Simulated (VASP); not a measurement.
Here is a VASP 6.6.1 calculation.

The input INCAR:

```
PREC = Accurate
ENCUT = 500
EDIFF = 1E-6
ISMEAR = -1
SIGMA = 0.03
LREAL = F
LASPH = T
NELM = 120
ALGO = Normal
ISIF = 2
LWAVE = F
LCHARG = F
GGA = PS
NBANDS = 11
GGA_COMPAT = F
```

Contents of KPOINTS:

```
Automatic mesh
0
Gamma
  15 15 15
```

POSCAR

```
BAs
1.0
    0.0000000000      2.3562190158      2.3562190158
    2.3562190158      0.0000000000      2.3562190158
    2.3562190158      2.3562190158      0.0000000000
B As
1 1
Direct
    0.0000000000      0.0000000000      0.0000000000
    0.7500000000      0.7500000000      0.7500000000
```

Potentials or basis: VASP PAW PBE potentials, release 64 (B, As).

Launch:

```sh
$ cat potpaw_PBE.64/B/POTCAR potpaw_PBE.64/As/POTCAR > POTCAR
$ mpirun -np 1 vasp_std > vasp.out
```

(1) What does it give for the band gap on the k mesh?

(2) Predict the pressure.

Results:

(1) 1.03 eV, indirect (least direct gap 3.29 eV).

(2) 6.3 GPa.

Caveat: the PAW data sets were made with another functional, which shifts forces and pressure a little.
